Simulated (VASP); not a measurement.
# Ca (I4_1/amd) in VASP: single point with PBE

Aim: the single point of Ca with PBE.

All numbers are computed with VASP 6.6.1; they aren't measurements. Logs are shortened: lines on timing, memory, paths and dates and some standing lists are left out, and cuts for length are marked.

## (1) The cell of the first run

Symmetry: I4_1/amd, No. 141, tetragonal system. Conventional cell: a = 6.165 Å, b = 6.165 Å, c = 3.348 Å, α = 90.00°, β = 90.00°, γ = 90.00°. Ca (site symmetry -4m2) has 10 Ca at 3.19 to 3.98 Å within 4.2 Å.

## (2) Single point, PBE

INCAR

```
PREC = Accurate ; ENCUT = 520
EDIFF = 1E-6 ; ISMEAR = -1
SIGMA = 0.08 ; LREAL = F
LASPH = T ; NELM = 100
ALGO = Normal ; ISIF = 2
LWAVE = F ; LCHARG = F
GGA = PE ; NBANDS = 17
```

KPOINTS

```
Automatic mesh
0
Gamma
  13 13 13
```

POSCAR

```
Ca
1.0
   -3.0823714754      3.0823714754      1.6739838260
    3.0823714754     -3.0823714754      1.6739838260
    3.0823714754      3.0823714754     -1.6739838260
Ca
2
Direct
   -0.3750000000     -0.1250000000     -0.2500000000
    0.3750000000      0.1250000000      0.2500000000
```

Potentials or basis: VASP PAW PBE potentials, release 64 (Ca_sv).

Command:

```bash
cat potpaw_PBE.64/Ca_sv/POTCAR > POTCAR
mpirun -np 1 vasp_std > vasp.out
```

OUTCAR:

```text
PREC = Accurate
   ENCUT = 520
   EDIFF = 1E-6
   ISMEAR = -1
   LREAL = F
   LASPH = T
   NELM = 100
   ISIF = 2
   GGA = PE

 ion  position               nearest neighbor table
   1  0.625  0.875  0.750-
   2  0.375  0.125  0.250-

  LATTYP: Found a body centered tetragonal cell.
 ALAT       =     6.1647429508
 C/A-ratio  =     0.5430830902

  Lattice vectors:

 A1 = (  -3.0823714754,   3.0823714754,   1.6739838260)
 A2 = (   3.0823714754,  -3.0823714754,   1.6739838260)
 A3 = (   3.0823714754,   3.0823714754,  -1.6739838260)

Analysis of symmetry for initial positions (statically):
=====================================================================
 Subroutine PRICEL returns:
 Original cell was already a primitive cell.

 Routine SETGRP: Setting up the symmetry group for a
 body centered tetragonal supercell.

 Subroutine GETGRP returns: Found 16 space group operations
 (whereof  4 operations were pure point group operations)
 out of a pool of 16 trial point group operations.

The static configuration has the point symmetry C_2h.
 The point group associated with its full space group is D_4h.

Analysis of symmetry for dynamics (positions and initial velocities):
=====================================================================
 Subroutine PRICEL returns:
 Original cell was already a primitive cell.

 Routine SETGRP: Setting up the symmetry group for a
 body centered tetragonal supercell.

 Subroutine GETGRP returns: Found 16 space group operations
 (whereof  4 operations were pure point group operations)
 out of a pool of 16 trial point group operations.

The dynamic configuration has the point symmetry C_2h.
 The point group associated with its full space group is D_4h.

 Subroutine INISYM returns: Found 16 space group operations
 (whereof  4 operations are pure point group operations),
 and found     1 'primitive' translations

----------------------------------------------------------------------------------------

                                     Primitive cell

  volume of cell :      63.6182

  direct lattice vectors                    reciprocal lattice vectors
    -3.082371475  3.082371475  1.673983826     0.000000000  0.162212765  0.298688668
     3.082371475 -3.082371475  1.673983826     0.162212765  0.000000000  0.298688668
     3.082371475  3.082371475 -1.673983826     0.162212765  0.162212765  0.000000000

  length of vectors
     4.669502080  4.669502080  4.669502080     0.339893957  0.339893957  0.229403492

  position of ions in fractional coordinates (direct lattice)
     0.625000000  0.875000000  0.750000000
     0.375000000  0.125000000  0.250000000

  ion indices of the primitive-cell ions
   primitive index   ion index
                 1           1
                 2           2

----------------------------------------------------------------------------------------

 KPOINTS: Automatic mesh

Automatic generation of k-mesh.
 Grid dimensions read from file:
 generate k-points for:   13   13   13

 Generating k-lattice:

  Cartesian coordinates                     Fractional coordinates (reciprocal lattice)
     0.000000000  0.012477905  0.022976051     0.076923077  0.000000000  0.000000000
     0.012477905  0.000000000  0.022976051     0.000000000  0.076923077  0.000000000
     0.012477905  0.012477905  0.000000000     0.000000000  0.000000000  0.076923077

  Length of vectors
     0.026145689  0.026145689  0.017646422

  Shift w.r.t. Gamma in fractional coordinates (k-lattice)
     0.000000000  0.000000000  0.000000000

 Subroutine IBZKPT returns following result:
 ===========================================

 Found    196 irreducible k-points:

 Following reciprocal coordinates:
            Coordinates               Weight
  0.000000  0.000000  0.000000      1.000000
  0.076923  0.000000  0.000000      8.000000
  0.153846  0.000000  0.000000      8.000000
  0.230769 -0.000000  0.000000      8.000000
  0.307692  0.000000  0.000000      8.000000
  0.384615  0.000000  0.000000      8.000000
[... 16 lines left out ...]
  0.384615  0.153846  0.000000     16.000000
  0.461538  0.153846 -0.000000     16.000000
 [... further k-points ...]
   k-points           NKPTS =    196   k-points in BZ     NKDIM =    196   number of bands    NBANDS=     17
   number of dos      NEDOS =    301   number of ions     NIONS =      2
   total plane-waves  NPLWV =  46656
   dimension x,y,z NGX =    36 NGY =   36 NGZ =   36
   dimension x,y,z NGXF=    72 NGYF=   72 NGZF=   72
   ions per type =               2
   NGX,Y,Z   is equivalent  to a cutoff of  12.82, 12.82, 12.82 a.u.
   NGXF,Y,Z  is equivalent  to a cutoff of  25.63, 25.63, 25.63 a.u.
 SYSTEM =  unknown system
   PREC   = accura    normal or accurate (medium, high low for compatibility)
   ISTART =      0    job   : 0-new  1-cont  2-samecut
   ICHARG =      2    charge: 1-file 2-atom 10-const
   ISPIN  =      1    spin polarized calculation?
   LNONCOLLINEAR =      F non collinear calculations
   LSORBIT =      F    spin-orbit coupling
   LASPH  =      T    aspherical Exc in radial PAW
   ENCUT  =  520.0 eV  38.22 Ry    6.18 a.u.   8.68  8.68  8.68*2*pi/ulx,y,z
   NELM   =    100;   NELMIN=  2; NELMDL= -5     # of ELM steps
   EDIFF  = 0.1E-05   stopping-criterion for ELM
   LREAL  =      F    real-space projection
   EDIFFG = 0.1E-04   stopping-criterion for IOM
   NSW    =      0    number of steps for IOM
   IBRION =     -1    ionic relax: 0-MD 1-quasi-New 2-CG
   NFREE  =      0    steps in history (QN), initial steepest desc. (CG)
   ISIF   =      2    stress and relaxation
   ISYM   =      2    0-nonsym 1-usesym 2-fastsym
   POTIM  = 0.5000    time-step for ionic-motion
   TEBEG  =    0.0;   TEEND  =   0.0 temperature during run
   PSTRESS=    0.0 pullay stress
   NELECT =      20.0000    total number of electrons
   NUPDOWN=      -1.0000    fix difference up-down
   EMIN   =  10.00;   EMAX   =-10.00  energy-range for DOS
   EFERMI =   0.00;   METHOD = LEGACY
   ISMEAR =    -1;   SIGMA  =   0.08  broadening in eV -4-tet -1-fermi 0-gaus
   EFERMI_NEDOS =   21; number of points for ismear=-14 and -15
   IALGO  =     38    algorithm
   IMIX   =      4    mixing-type and parameters
     AMIX     =   0.40;   BMIX     =  1.00
     AMIX_MAG =   1.60;   BMIX_MAG =  1.00
  volume/ion in A,a.u.               =      31.81       214.66
  Fermi-wavevector in a.u.,A,eV,Ry     =   1.113160  2.103568 16.859335  1.239126
  Thomas-Fermi vector in A             =   2.249742
   LORBIT       =      0    0 simple, 1 ext, 2 COOP (PROOUT), +10 PAW based schemes
   GGA     = PE    functional components
   LHFCALC =     F    Hartree Fock is set to
   AEXX    =    0.0000 exact exchange contribution
   IVDW    =     0    specifies the selected vdW correction
   LEPSILON=     F    determine dielectric tensor
   LRPA    =     F    only Hartree local field effects (RPA)
 non-spin polarized calculation
  energy-cutoff  :      520.00
  volume of cell :       63.62
 maximum number of plane-waves:      1731
   NGX = 17   NGY = 17   NGZ = 17

 number of electron      20.0000003 magnetization

 Free energy of the ion-electron system (eV)
  ---------------------------------------------------
  ext. energy  EPLUGINS =         0.00000000
  ---------------------------------------------------
  free energy    TOTEN  =        -3.01375501 eV

  energy without entropy =       -2.96475256  energy(sigma->0) =       -2.98925379

 E-fermi :   3.0120     XC(G=0):  -8.6481

 val. band max:        3.0113033842   @ k =   0.3077   0.0769   0.0000
 cond. band min:       3.0128910066   @ k =  -0.1538  -0.3846   0.0769
 fundamental gap:      0.0015876225
 Fermi energy:         3.0119859790

 k-point     1 :       0.0000    0.0000    0.0000
  band No.  band energies     occupation
      1     -38.4396      2.00000
      2     -38.3211      2.00000
      3     -19.6291      2.00000
      4     -19.6291      2.00000
      5     -19.2618      2.00000
      6     -19.2565      2.00000
[... 9 lines left out ...]
     16       7.0731      0.00000
     17       7.1104      0.00000

 k-point     2 :       0.0769    0.0000    0.0000
  band No.  band energies     occupation
      1     -38.4362      2.00000
      2     -38.3207      2.00000
      3     -19.6271      2.00000
      4     -19.6199      2.00000
      5     -19.2824      2.00000
      6     -19.2773      2.00000
[... 9 lines left out ...]
     16       7.0309      0.00000
     17       7.0946      0.00000

 k-point     3 :       0.1538    0.0000    0.0000
  band No.  band energies     occupation
      1     -38.4266      2.00000
      2     -38.3197      2.00000
      3     -19.6218      2.00000
      4     -19.5952      2.00000
      5     -19.3403      2.00000
      6     -19.3301      2.00000
[... 9 lines left out ...]
     16       6.6288      0.00000
     17       6.8418      0.00000

 k-point     4 :       0.2308   -0.0000    0.0000
  band No.  band energies     occupation
      1     -38.4126      2.00000
      2     -38.3188      2.00000
      3     -19.6142      2.00000
      4     -19.5655      2.00000
      5     -19.4217      2.00000
      6     -19.3946      2.00000
[... 9 lines left out ...]
     16       6.3108      0.00000
     17       6.5258      0.00000

 k-point     5 :       0.3077    0.0000    0.0000
  band No.  band energies     occupation
      1     -38.3969      2.00000
      2     -38.3186      2.00000
      3     -19.6060      2.00000
      4     -19.5640      2.00000
      5     -19.5003      2.00000
      6     -19.4341      2.00000
[... 9 lines left out ...]
     16       6.2307      0.00000
     17       6.7087      0.00000

 k-point     6 :       0.3846    0.0000    0.0000
  band No.  band energies     occupation
      1     -38.3827      2.00000
      2     -38.3196      2.00000
      3     -19.6096      2.00000
      4     -19.5991      2.00000
      5     -19.5586      2.00000
      6     -19.4178      2.00000
[... 9 lines left out ...]
     16       6.6534      0.00000
     17       7.3550      0.00000

 k-point     7 :       0.4615    0.0000    0.0000
  band No.  band energies     occupation
      1     -38.3738      2.00000
      2     -38.3209      2.00000
      3     -19.6447      2.00000
      4     -19.5951      2.00000
      5     -19.5913      2.00000
      6     -19.3880      2.00000
[... 9 lines left out ...]
     16       6.9470      0.00000
     17       7.0530      0.00000

 k-point     8 :       0.0769    0.0769    0.0000
  band No.  band energies     occupation
      1     -38.4282      2.00000
      2     -38.3182      2.00000
      3     -19.6131      2.00000
      4     -19.6128      2.00000
      5     -19.3355      2.00000
      6     -19.3319      2.00000
[... 9 lines left out ...]
     16       6.7839      0.00000
     17       6.7906      0.00000
[... 203 lines left out ...]
      1     -38.4379      2.00000
      2     -38.3228      2.00000
      3     -19.6242      2.00000
      4     -19.6239      2.00000
      5     -19.2679      2.00000
      6     -19.2558      2.00000
[... 9 lines left out ...]
     16       7.1077      0.00000
     17       7.1242      0.00000

 k-point    20 :       0.1538    0.1538    0.0000
  band No.  band energies     occupation
      1     -38.4016      2.00000
      2     -38.3139      2.00000
      3     -19.5960      2.00000
      4     -19.5793      2.00000
      5     -19.4818      2.00000
      6     -19.4744      2.00000
[... 9 lines left out ...]
     16       6.2557      0.00000
     17       6.5189      0.00000

 k-point    21 :       0.2308    0.1538    0.0000
  band No.  band energies     occupation
      1     -38.3877      2.00000
      2     -38.3146      2.00000
      3     -19.6251      2.00000
      4     -19.5747      2.00000
      5     -19.5322      2.00000
      6     -19.4937      2.00000
[... 9 lines left out ...]
     16       6.5353      0.00000
     17       7.3188      0.00000

 k-point    22 :       0.3077    0.1538    0.0000
  band No.  band energies     occupation
      1     -38.3764      2.00000
      2     -38.3184      2.00000
      3     -19.6570      2.00000
      4     -19.5911      2.00000
      5     -19.5530      2.00000
      6     -19.4671      2.00000
[... 9 lines left out ...]
     16       6.6592      0.00000
     17       7.4031      0.00000

 k-point    23 :       0.3846    0.1538    0.0000
  band No.  band energies     occupation
      1     -38.3706      2.00000
      2     -38.3241      2.00000
      3     -19.6607      2.00000
      4     -19.5929      2.00000
      5     -19.5594      2.00000
      6     -19.4323      2.00000
[... 9 lines left out ...]
     16       6.6753      0.00000
     17       7.0947      0.00000

 k-point    24 :       0.4615    0.1538   -0.0000
  band No.  band energies     occupation
      1     -38.3731      2.00000
      2     -38.3290      2.00000
      3     -19.6348      2.00000
      4     -19.5661      2.00000
      5     -19.5596      2.00000
      6     -19.3957      2.00000
[... 9 lines left out ...]
     16       6.6116      0.00000
     17       7.0213      0.00000

 [... further k-points ...]

------------------------ aborting loop because EDIFF is reached ----------------------------------------

  FORCE on cell =-STRESS in cart. coord.  units (eV):
  Direction    XX          YY          ZZ          XY          YZ          ZX
  --------------------------------------------------------------------------------------
  -------------------------------------------------------------------------------------
  Total        2.4427783      2.4427783      2.4413911      0.0000000      0.0000000      0.0000000
  in kB       61.5195911     61.5195911     61.4846555      0.0000000      0.0000000      0.0000000
  external PRESSURE =      61.5079459 kB  Pullay stress =       0.0000000 kB

 VOLUME and BASIS-vectors are now :
 -----------------------------------------------------------------------------
  energy-cutoff  :      520.00
  volume of cell :       63.62
      direct lattice vectors                 reciprocal lattice vectors
    -3.082371475  3.082371475  1.673983826     0.000000000  0.162212765  0.298688668
     3.082371475 -3.082371475  1.673983826     0.162212765  0.000000000  0.298688668
     3.082371475  3.082371475 -1.673983826     0.162212765  0.162212765  0.000000000

 POSITION                                       TOTAL-FORCE (eV/Angst)
 -----------------------------------------------------------------------------------
      3.08237      1.54119      1.25549        -0.000000      0.000000     -0.000000
      0.00000      1.54119      0.41850         0.000000     -0.000000      0.000000
 -----------------------------------------------------------------------------------
    total drift:                               -0.000000     -0.000000      0.000000

  FREE ENERGIE OF THE ION-ELECTRON SYSTEM (eV)
  ---------------------------------------------------
  free  energy   TOTEN  =        -3.0137550132 eV

  energy  without entropy=       -2.9647525622  energy(sigma->0) =       -2.98925379
```

Wall time 6 min (1 thread of Oxide Virtual Turin-like, shared host); peak memory 0.29 GiB.

Results:

```yaml
Free_energy: -3.0138 eV
Pressure: 6.2 GPa
Band_gap_on_the_k_mesh: zero (bands 10 and 11 overlap by 0.62 eV)
```

Levels at points of the mesh, in eV from the Fermi level:
```tsv
k point	band 7	band 8	band 9	band 10	band 11	band 12	band 13	band 14
(0.00, 0.00, 0.00)	-22.22	-22.22	-4.20	-0.59	1.07	1.34	2.02	3.89
```

Caveat: the cell stands under pressure.
